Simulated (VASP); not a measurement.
A run of VASP 6.6.1:

The input INCAR:

```
PREC     = Accurate       # precision mode
ENCUT    = 600            # plane-wave cutoff, eV
EDIFF    = 1E-6           # SCF threshold, eV
ISMEAR   = 0              # smearing method
SIGMA    = 0.02           # smearing width, eV
LREAL    = F              # projectors in reciprocal space
LASPH    = T              # aspherical terms in the spheres
NELM     = 100            # most SCF steps
ALGO     = Normal         # electronic algorithm
ISIF     = 3              # what is computed and relaxed
LWAVE    = F              # write WAVECAR
LCHARG   = F              # write CHGCAR
GGA      = PE             # functional
IBRION   = 2              # ionic algorithm
NSW      = 100            # ionic steps
EDIFFG   = -0.01          # ionic threshold
```

File KPOINTS:

```
regular mesh
0
Gamma
  4 4 4
```

The input POSCAR:

```
YGaC6N6
1.0
    0.0000000000      5.6687836510      5.6687836510
    5.6687836510      0.0000000000      5.6687836510
    5.6687836510      5.6687836510      0.0000000000
Y Ga C N
1 1 6 6
Direct
    0.5000000000      0.5000000000      0.5000000000
    0.0000000000      0.0000000000      0.0000000000
    0.8113273824      0.1886726176      0.1886726176
    0.1886726176      0.8113273824      0.1886726176
    0.1886726176      0.1886726176      0.8113273824
    0.1886726176      0.8113273824      0.8113273824
    0.8113273824      0.1886726176      0.8113273824
    0.8113273824      0.8113273824      0.1886726176
    0.7084930478      0.2915069522      0.2915069522
    0.2915069522      0.7084930478      0.2915069522
    0.2915069522      0.2915069522      0.7084930478
    0.2915069522      0.7084930478      0.7084930478
    0.7084930478      0.2915069522      0.7084930478
    0.7084930478      0.7084930478      0.2915069522
```

Potentials or basis: VASP PAW PBE potentials, release 64 (Y_sv, Ga_d, C, N).

Run with:

```sh
$ cat potpaw_PBE.64/Y_sv/POTCAR potpaw_PBE.64/Ga_d/POTCAR potpaw_PBE.64/C/POTCAR potpaw_PBE.64/N/POTCAR > POTCAR
$ mpirun -np 1 vasp_std > vasp.out
```

Hardware: 1 thread of Intel Xeon 8259CL, on a shared host.

Problem. How long does it take, and how much memory?

Solution. Wall time 23 min on 1 thread of Intel Xeon 8259CL, with other jobs on the host, peak memory 0.75 GiB. Counts: scf iterations 46, k points 8, ion steps 6.
